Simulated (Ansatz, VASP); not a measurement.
One calculation of NbFe2N3, two programs

```
CELL_PARAMETERS angstrom
2.80645 1.62031 2.76106
-2.80645 1.62031 2.76106
0.00000 -3.24061 2.76106
ATOMIC_POSITIONS crystal
Nb 0.00000 0.00000 0.00000
Fe 0.70351 0.70351 0.70351
Fe 0.29649 0.29649 0.29649
N 0.00000 0.50000 0.00000
N 0.50000 0.00000 0.00000
N 0.00000 0.00000 0.50000
```

Change from the starting cell: species swapped into the Ce2FeRu3 type (R-3m, No. 166).

Alike in both runs: functional PBE; k mesh 6 × 6 × 6; occupations gaussian, width 0.1 eV; collinear spin.

Ansatz relaxed the structure, and its values are those at the end. VASP's run is a single point on that final structure, the one shown.

|  | VASP | Ansatz |
| --- | --- | --- |
| version | VASP 6.6.1 | Ansatz 0.2.0 |
| potentials or method | VASP PAW PBE potentials, release 64 (Nb_sv, Fe, N), cutoff 520 eV | scalar-relativistic, plane waves, PAW |
| valence electrons in the cell | 44 | 60 |

```tsv
	VASP	Ansatz	Ansatz less VASP
gap on the k mesh at the Fermi level (eV)	0.27	0.27	-0.002
least direct gap on the mesh (eV)	0.55	0.56	+0.010
pressure (GPa)	0.1	0.0	-0.15
rms of the force components (eV/Å)	0.019	0.004	-0.0152
net moment per atom (μB)	0.00	0.00	0.000
size of the moment on the site where the two differ most (μB)	2.89	2.64	-0.247
```

Site moments also hang on the region over which each program counts them. VASP's potentials hold 44 valence electrons a cell and Ansatz's 60, so a difference there can come from the potentials and not from the codes.
